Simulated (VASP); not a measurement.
# CdS (P3m1) in VASP: a series of runs

The runs below take CdS through single point, with revPBE, BLYP.

Everything below comes from runs of VASP 6.6.1. Logs are shortened: lines on timing, memory, paths and dates and some standing lists are left out, and cuts for length are marked.

## 1. The cell of the first run

The structure is trigonal, space group P3m1 (No. 156). The conventional cell has a = 4.285 Å, b = 4.285 Å, c = 6.361 Å, α = 90.00°, β = 90.00°, γ = 120.00°. Cd (site symmetry 3m) has 3 S at 2.47 Å within 3.3 Å. Within 3.3 Å of S (site symmetry 3m) lie 3 Cd at 2.47 Å.

## 2. Single point, revPBE

The input, INCAR:

```
PREC     = Accurate       # precision mode
ENCUT    = 520            # plane-wave cutoff, eV
EDIFF    = 1E-6           # SCF threshold, eV
ISMEAR   = -1             # smearing method
SIGMA    = 0.05           # smearing width, eV
LREAL    = False          # projectors in reciprocal space
LASPH    = True           # aspherical terms in the spheres
NELM     = 100            # most SCF steps
ALGO     = Normal         # electronic algorithm
ISIF     = 2              # what is computed and relaxed
LWAVE    = False          # write WAVECAR
LCHARG   = False          # write CHGCAR
GGA      = RE             # functional
NBANDS   = 16             # bands
```

The input, KPOINTS:

```
regular mesh
0
Gamma
  7 7 5
```

The input, POSCAR:

```
CdS
1.0
    4.2850401525      0.0000000000      0.0000000000
   -2.1425200763      3.7109536283      0.0000000000
    0.0000000000      0.0000000000      6.3614749536
Cd S
1 1
Direct
    0.0000000000      0.0000000000      0.4365500389
    0.6666666667      0.3333333333      0.4404499611
```

Potentials or basis: VASP PAW PBE potentials, release 64 (Cd, S).

On the command line:

```console
> cat potpaw_PBE.64/Cd/POTCAR potpaw_PBE.64/S/POTCAR > POTCAR
> mpirun -np 1 vasp_std > vasp.out
```

OUTCAR:

```text
PREC = Accurate
   ENCUT = 520
   EDIFF = 1E-6
   ISMEAR = -1
   LREAL = False
   LASPH = True
   NELM = 100
   ISIF = 2
   GGA = RE

 ion  position               nearest neighbor table
   1  0.000  0.000  0.437-   2 2.47   2 2.47   2 2.47
   2  0.667  0.333  0.440-   1 2.47   1 2.47   1 2.47

  LATTYP: Found a hexagonal cell.
 ALAT       =     4.2850401525
 C/A-ratio  =     1.4845776766

  Lattice vectors:

 A1 = (   4.2850401525,   0.0000000000,   0.0000000000)
 A2 = (  -2.1425200763,   3.7109536283,   0.0000000000)
 A3 = (   0.0000000000,   0.0000000000,   6.3614749536)

Analysis of symmetry for initial positions (statically):
=====================================================================
 Subroutine PRICEL returns:
 Original cell was already a primitive cell.

 Routine SETGRP: Setting up the symmetry group for a
 hexagonal supercell.

 Subroutine GETGRP returns: Found  6 space group operations
 (whereof  6 operations were pure point group operations)
 out of a pool of 24 trial point group operations.

The static configuration has the point symmetry C_3v.

Analysis of symmetry for dynamics (positions and initial velocities):
=====================================================================
 Subroutine PRICEL returns:
 Original cell was already a primitive cell.

 Routine SETGRP: Setting up the symmetry group for a
 hexagonal supercell.

 Subroutine GETGRP returns: Found  6 space group operations
 (whereof  6 operations were pure point group operations)
 out of a pool of 24 trial point group operations.

The dynamic configuration has the point symmetry C_3v.

 Subroutine INISYM returns: Found  6 space group operations
 (whereof  6 operations are pure point group operations),
 and found     1 'primitive' translations

----------------------------------------------------------------------------------------

                                     Primitive cell

  volume of cell :     101.1575

  direct lattice vectors                    reciprocal lattice vectors
     4.285040152  0.000000000  0.000000000     0.233370042  0.134736257  0.000000000
    -2.142520076  3.710953628  0.000000000     0.000000000  0.269472513  0.000000000
     0.000000000  0.000000000  6.361474954     0.000000000  0.000000000  0.157196249

  length of vectors
     4.285040152  4.285040153  6.361474954     0.269472513  0.269472513  0.157196249

  position of ions in fractional coordinates (direct lattice)
     0.000000000  0.000000000  0.436550039
     0.666666667  0.333333333  0.440449961

  ion indices of the primitive-cell ions
   primitive index   ion index
                 1           1
                 2           2

----------------------------------------------------------------------------------------

 KPOINTS: regular mesh

Automatic generation of k-mesh.
 Grid dimensions read from file:
 generate k-points for:    7    7    5

 Generating k-lattice:

  Cartesian coordinates                     Fractional coordinates (reciprocal lattice)
     0.033338577  0.019248037  0.000000000     0.142857143 -0.000000000  0.000000000
     0.000000000  0.038496073  0.000000000     0.000000000  0.142857143  0.000000000
     0.000000000  0.000000000  0.031439250     0.000000000  0.000000000  0.200000000

  Length of vectors
     0.038496073  0.038496073  0.031439250

  Shift w.r.t. Gamma in fractional coordinates (k-lattice)
     0.000000000  0.000000000  0.000000000

 Subroutine IBZKPT returns following result:
 ===========================================

 Found     32 irreducible k-points:

 Following reciprocal coordinates:
            Coordinates               Weight
  0.000000  0.000000  0.000000      1.000000
  0.142857 -0.000000  0.000000      6.000000
  0.285714 -0.000000  0.000000      6.000000
  0.428571 -0.000000  0.000000      6.000000
  0.142857  0.142857  0.000000      6.000000
  0.285714  0.142857  0.000000     12.000000
[... 16 lines left out ...]
  0.000000  0.142857  0.400000      6.000000
  0.285714 -0.000000  0.400000      6.000000
 [... further k-points ...]
   k-points           NKPTS =     32   k-points in BZ     NKDIM =     32   number of bands    NBANDS=     16
   number of dos      NEDOS =    301   number of ions     NIONS =      2
   total plane-waves  NPLWV =  49152
   dimension x,y,z NGX =    32 NGY =   32 NGZ =   48
   dimension x,y,z NGXF=    64 NGYF=   64 NGZF=   96
   ions per type =               1   1
   NGX,Y,Z   is equivalent  to a cutoff of  12.41, 12.41, 12.54 a.u.
   NGXF,Y,Z  is equivalent  to a cutoff of  24.83, 24.83, 25.09 a.u.
 SYSTEM =  unknown system
   PREC   = accura    normal or accurate (medium, high low for compatibility)
   ISTART =      0    job   : 0-new  1-cont  2-samecut
   ICHARG =      2    charge: 1-file 2-atom 10-const
   ISPIN  =      1    spin polarized calculation?
   LNONCOLLINEAR =      F non collinear calculations
   LSORBIT =      F    spin-orbit coupling
   LASPH  =      T    aspherical Exc in radial PAW
   ENCUT  =  520.0 eV  38.22 Ry    6.18 a.u.   7.97  7.97 11.83*2*pi/ulx,y,z
   NELM   =    100;   NELMIN=  2; NELMDL= -5     # of ELM steps
   EDIFF  = 0.1E-05   stopping-criterion for ELM
   LREAL  =      F    real-space projection
   EDIFFG = 0.1E-04   stopping-criterion for IOM
   NSW    =      0    number of steps for IOM
   IBRION =     -1    ionic relax: 0-MD 1-quasi-New 2-CG
   NFREE  =      0    steps in history (QN), initial steepest desc. (CG)
   ISIF   =      2    stress and relaxation
   ISYM   =      2    0-nonsym 1-usesym 2-fastsym
   POTIM  = 0.5000    time-step for ionic-motion
   TEBEG  =    0.0;   TEEND  =   0.0 temperature during run
   PSTRESS=    0.0 pullay stress
   NELECT =      18.0000    total number of electrons
   NUPDOWN=      -1.0000    fix difference up-down
   EMIN   =  10.00;   EMAX   =-10.00  energy-range for DOS
   EFERMI =   0.00;   METHOD = LEGACY
   ISMEAR =    -1;   SIGMA  =   0.05  broadening in eV -4-tet -1-fermi 0-gaus
   EFERMI_NEDOS =   21; number of points for ismear=-14 and -15
   IALGO  =     38    algorithm
   IMIX   =      4    mixing-type and parameters
     AMIX     =   0.40;   BMIX     =  1.00
     AMIX_MAG =   1.60;   BMIX_MAG =  1.00
  volume/ion in A,a.u.               =      50.58       341.32
  Fermi-wavevector in a.u.,A,eV,Ry     =   0.920802  1.740063 11.536058  0.847876
  Thomas-Fermi vector in A             =   2.046148
   LORBIT       =      0    0 simple, 1 ext, 2 COOP (PROOUT), +10 PAW based schemes
   GGA     = RE    functional components
   LHFCALC =     F    Hartree Fock is set to
   AEXX    =    0.0000 exact exchange contribution
   IVDW    =     0    specifies the selected vdW correction
   LEPSILON=     F    determine dielectric tensor
   LRPA    =     F    only Hartree local field effects (RPA)
 non-spin polarized calculation
  energy-cutoff  :      520.00
  volume of cell :      101.16
 maximum number of plane-waves:      2742
   NGX = 15   NGY = 15   NGZ = 23

 number of electron      18.0000004 magnetization

 Free energy of the ion-electron system (eV)
  ---------------------------------------------------
  ext. energy  EPLUGINS =         0.00000000
  ---------------------------------------------------
  free energy    TOTEN  =        -5.21987796 eV

  energy without entropy =       -5.21987795  energy(sigma->0) =       -5.21987796

 E-fermi :  -1.5423     XC(G=0):  -5.5234

 val. band max:       -2.3954990177   @ k =   0.0000   0.0000   0.4000
 cond. band min:      -0.8027158180   @ k =   0.0000   0.0000   0.0000
 fundamental gap:      1.5927831997
 Fermi energy:        -1.5422635782

 k-point     1 :       0.0000    0.0000    0.0000
  band No.  band energies     occupation
      1     -13.9111      2.00000
      2      -9.9860      2.00000
      3      -9.9860      2.00000
      4      -9.5209      2.00000
      5      -9.5209      2.00000
      6      -9.3205      2.00000
[... 8 lines left out ...]
     15       8.8338      0.00000
     16       9.2004      0.00000

 k-point     2 :       0.1429   -0.0000    0.0000
  band No.  band energies     occupation
      1     -13.8518      2.00000
      2      -9.9592      2.00000
      3      -9.9370      2.00000
      4      -9.5406      2.00000
      5      -9.5237      2.00000
      6      -9.2973      2.00000
[... 8 lines left out ...]
     15       8.9760      0.00000
     16       9.0172      0.00000

 k-point     3 :       0.2857   -0.0000    0.0000
  band No.  band energies     occupation
      1     -13.7173      2.00000
      2      -9.8660      2.00000
      3      -9.8209      2.00000
      4      -9.5833      2.00000
      5      -9.5300      2.00000
      6      -9.2321      2.00000
[... 8 lines left out ...]
     15       8.0661      0.00000
     16       8.1768      0.00000

 k-point     4 :       0.4286   -0.0000    0.0000
  band No.  band energies     occupation
      1     -13.6091      2.00000
      2      -9.7532      2.00000
      3      -9.7210      2.00000
      4      -9.6162      2.00000
      5      -9.5350      2.00000
      6      -9.1447      2.00000
[... 8 lines left out ...]
     15       7.5500      0.00000
     16       8.1011      0.00000
[... 324 lines left out ...]
 k-point    22 :       0.1429   -0.0000    0.4000
  band No.  band energies     occupation
      1     -13.8508      2.00000
      2      -9.9592      2.00000
      3      -9.9370      2.00000
      4      -9.5408      2.00000
      5      -9.5239      2.00000
      6      -9.2945      2.00000
[... 8 lines left out ...]
     15       7.0990      0.00000
     16       8.6461      0.00000

 k-point    23 :       0.0000    0.1429    0.4000
  band No.  band energies     occupation
      1     -13.8508      2.00000
      2      -9.9592      2.00000
      3      -9.9370      2.00000
      4      -9.5408      2.00000
      5      -9.5239      2.00000
      6      -9.2945      2.00000
[... 8 lines left out ...]
     15       7.1101      0.00000
     16       8.6448      0.00000

 k-point    24 :       0.2857   -0.0000    0.4000
  band No.  band energies     occupation
      1     -13.7165      2.00000
      2      -9.8659      2.00000
      3      -9.8209      2.00000
      4      -9.5838      2.00000
      5      -9.5301      2.00000
      6      -9.2302      2.00000
[... 8 lines left out ...]
     15       7.0238      0.00000
     16       8.1574      0.00000

 [... further k-points ...]

------------------------ aborting loop because EDIFF is reached ----------------------------------------

  FORCE on cell =-STRESS in cart. coord.  units (eV):
  Direction    XX          YY          ZZ          XY          YZ          ZX
  --------------------------------------------------------------------------------------
  -------------------------------------------------------------------------------------
  Total        0.1529215      0.1529215      0.0084653     -0.0000000      0.0000000      0.0000000
  in kB        2.4220376      2.4220376      0.1340773     -0.0000000      0.0000000      0.0000000
  external PRESSURE =       1.6593841 kB  Pullay stress =       0.0000000 kB

 VOLUME and BASIS-vectors are now :
 -----------------------------------------------------------------------------
  energy-cutoff  :      520.00
  volume of cell :      101.16
      direct lattice vectors                 reciprocal lattice vectors
     4.285040152  0.000000000  0.000000000     0.233370042  0.134736257  0.000000000
    -2.142520076  3.710953628  0.000000000     0.000000000  0.269472513  0.000000000
     0.000000000  0.000000000  6.361474954     0.000000000  0.000000000  0.157196249

 POSITION                                       TOTAL-FORCE (eV/Angst)
 -----------------------------------------------------------------------------------
      0.00000      0.00000      2.77710         0.000000     -0.000000      0.001605
      2.14252      1.23698      2.80191        -0.000000      0.000000     -0.001605
 -----------------------------------------------------------------------------------
    total drift:                                0.000001     -0.000001      0.000530

  FREE ENERGIE OF THE ION-ELECTRON SYSTEM (eV)
  ---------------------------------------------------
  free  energy   TOTEN  =        -5.2198779636 eV

  energy  without entropy=       -5.2198779544  energy(sigma->0) =       -5.21987796
```

Wall time 34 s (1 thread of Intel Xeon Platinum 8488C (Sapphire Rapids), shared host); peak memory 0.23 GiB.

Results:

```
Free energy            : -5.2199 eV
Pressure               : 0.2 GPa
Band gap on the k mesh : 1.59 eV
```

Levels at points of the mesh, in eV from the valence-band top:
| k point | band 7 | band 8 | band 9 | band 10 | band 11 | band 12 |
| --- | --- | --- | --- | --- | --- | --- |
| (0.00, 0.00, 0.00) | -1.02 | 0.00 | 0.00 | 1.59 | 5.46 | 6.70 |

Caveat: the PAW data sets were made with another functional, which shifts forces and pressure a little. A k mesh can miss the band edges.

## 3. Single point, BLYP

This run uses another cell than the first one.

The input, INCAR:

```
SYSTEM = CdS
PREC = Accurate
ENCUT = 520
EDIFF = 1E-6
ISMEAR = -1
SIGMA = 0.05
LREAL = .FALSE.
LASPH = .TRUE.
NELM = 100
ALGO = Normal
ISIF = 2
LWAVE = .FALSE.
LCHARG = .FALSE.
GGA = B5
ALDAX = 1.0
AGGAX = 1.0
AGGAC = 1.0
ALDAC = 0.0
NBANDS = 16
```

The input, KPOINTS:

```
regular mesh
0
G
  7 7 5
  0 0 0
```

The input, POSCAR:

```
CdS
1.0
    4.3183539098      0.0000000000      0.0000000000
   -2.1591769549      3.7398041884      0.0000000000
    0.0000000000      0.0000000000      7.1356502758
Cd S
1 1
Direct
    0.0000000000      0.0000000000      0.4373008831
    0.6666666667      0.3333333333      0.4396991169
```

Potentials or basis: VASP PAW PBE potentials, release 64 (Cd, S).

On the command line:

```console
> cat potpaw_PBE.64/Cd/POTCAR potpaw_PBE.64/S/POTCAR > POTCAR
> mpirun -np 1 vasp_std > vasp.out
```

Wall time 63 s (1 thread of Intel Xeon Platinum 8488C (Sapphire Rapids), shared host); peak memory 0.23 GiB.

It converged, with:

* Free energy: -4.8426 eV
* Pressure: 0.1 GPa
* Band gap on the k mesh: 1.37 eV

Stress tensor (GPa, compression positive):
```
0.21 0.00 0.00
0.00 0.21 0.00
0.00 0.00 0.00
```

Levels at points of the mesh, in eV from the valence-band top:
```csv
k point,band 5,band 6,band 7,band 8,band 9,band 10,band 11,band 12,band 13,band 14
"(0.00, 0.00, 0.00)",-7.11,-6.92,-0.99,0.00,0.00,1.37,5.32,6.06,6.94,6.94
```

Caveat: the PAW data sets were made with another functional, which shifts forces and pressure a little.
